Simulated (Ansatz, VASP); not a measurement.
**One calculation of Mg2C3, two programs**

```
Mg C
1.0
     2.40167   -2.36326   -0.04315
     2.30712    2.26669   -0.00769
    -1.24774    0.06158    4.74731
Mg C
2 3
Direct
  0.74881 0.80380 0.25031
  0.16437 0.29047 0.75854
  0.33276 0.17767 0.28985
  0.71749 0.72359 0.78985
  0.53657 0.50446 0.41145
```

Change from the starting cell: all atoms moved at random (sigma 0.22 Å a component), cell strained at random (sigma 0.03).

Alike in both runs: task single point; functional r2SCAN; k mesh 8 × 8 × 6; occupations gaussian, width 0.05 eV; no spin polarisation.

|  | VASP | Ansatz |
| --- | --- | --- |
| version | VASP 6.6.1 | Ansatz 0.2.0 |
| potentials or method | VASP PAW PBE potentials, release 64 (Mg, C), cutoff 520 eV | scalar-relativistic, plane waves, PAW |
| valence electrons in the cell | 16 | 32 |

Ansatz gave:

```
gap on the k mesh at the Fermi level (eV)                     : none
pressure (GPa)                                                : 33.4
traceless stress, the component that is largest in VASP (GPa) : -24.73
rms of the force components (eV/Å)                            : 5.430
```

Which values does VASP return?

gap on the k mesh at the Fermi level (eV): none; pressure (GPa): 34.2; traceless stress, the component that is largest in VASP (GPa): -25.10; rms of the force components (eV/Å): 5.566.

VASP's potentials were made for PBE, not for r2SCAN. Atom by atom the forces differ by 0.144 eV/Å (rms over components). A gap of «none» marks a metal or a gap that the smearing closes. Both programs put the cell under a high pressure, so it lies far from rest at this level. With one functional, cell and mesh, what is left measures potentials, basis and numerics. VASP's potentials hold 16 valence electrons a cell and Ansatz's 32, so a difference there can come from the potentials and not from the codes.
